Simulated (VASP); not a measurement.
## Hf: relaxation of cell and atoms with revPBE+D3(BJ)

Crystal: Hf.

```xyz
1
Lattice="-1.8050 1.8050 1.8050 1.8050 -1.8050 1.8050 1.8050 1.8050 -1.8050" Properties=species:S:1:pos:R:3 pbc="T T T"
Hf    0.0000    0.0000    0.0000
```

```json
{
 "Program": "VASP 6.6.1",
 "Task": "relaxation of cell and atoms",
 "Functional": "revPBE",
 "Dispersion": "D3(BJ)",
 "Potentials or basis": "VASP PAW PBE potentials, release 64 (Hf_pv)",
 "Cutoff": "600 eV",
 "k mesh": "10 × 10 × 10",
 "Occupations": "fermi-dirac, width 0.05 eV",
 "Spin": "no spin polarisation",
 "Dipole correction": "no",
 "Further INCAR settings": "ALGO = Normal; EDIFF = 1e-06; IBRION = 2; EDIFFG = -0.01; NSW = 60; ISIF = 3"
}
```

| Quantity | Value |
| --- | --- |
| Relaxed volume | 21.40 Å³/atom |
| Relaxed cell | a = 3.029 Å, b = 3.029 Å, c = 3.029 Å, α = 109.47°, β = 109.47°, γ = 109.47° |
| Space group after relaxing (to 0.05 Å) | Im-3m (No. 229) |
| Energy gained by relaxing | 61.1 meV/atom |
| Ionic steps | 4 |
| Pressure after relaxing | 0.0 GPa |
| Band gap on the k mesh | zero (band 5 reaches 6.54 eV, above the bottom of band 6 at 4.16 eV) |
| Dispersion energy per atom | -0.824 eV |

Step by step:
| step | energy change (eV) | largest force (eV/Å) | pressure (GPa) | volume (Å³) |
| --- | --- | --- | --- | --- |
| 1 | 0.0000 | 0.0000 | -8.64 | 23.52 |
| 2 | 0.0043 | 0.0000 | 11.40 | 19.47 |
| 3 | -0.0611 | 0.0000 | -0.16 | 21.44 |
| 4 | -0.0611 | 0.0000 | 0.04 | 21.40 |

Final structure:
```
CELL_PARAMETERS angstrom
-1.74896 1.74896 1.74896
1.74896 -1.74896 1.74896
1.74896 1.74896 -1.74896
ATOMIC_POSITIONS crystal
Hf 0.00000 0.00000 0.00000
```

Levels at points of the mesh, in eV from the Fermi level:
```csv
k point,band 2,band 3,band 4,band 5,band 6,band 7,band 8,band 9
"(0.00, 0.00, 0.00)",-29.71,-29.71,-7.20,1.57,1.57,1.57,4.47,4.47
"(0.50, 0.00, 0.00)",-30.01,-29.71,-3.52,-0.57,1.20,4.33,5.38,8.00
"(0.50, 0.50, 0.50)",-30.36,-30.36,-2.78,-2.78,7.12,7.12,7.12,7.56
```

Run time: 33 s on 1 thread of Intel(R) Xeon(R) Platinum 8375C CPU @ 2.90GHz (Ice Lake) (shared host), peak memory 0.18 GiB.

Caveat: the PAW data sets were made with another functional, which shifts forces and pressure a little; spin-orbit coupling is left out, which moves the levels of the heavy elements; pairwise dispersion overbinds metals, which lowers pressure and volume.
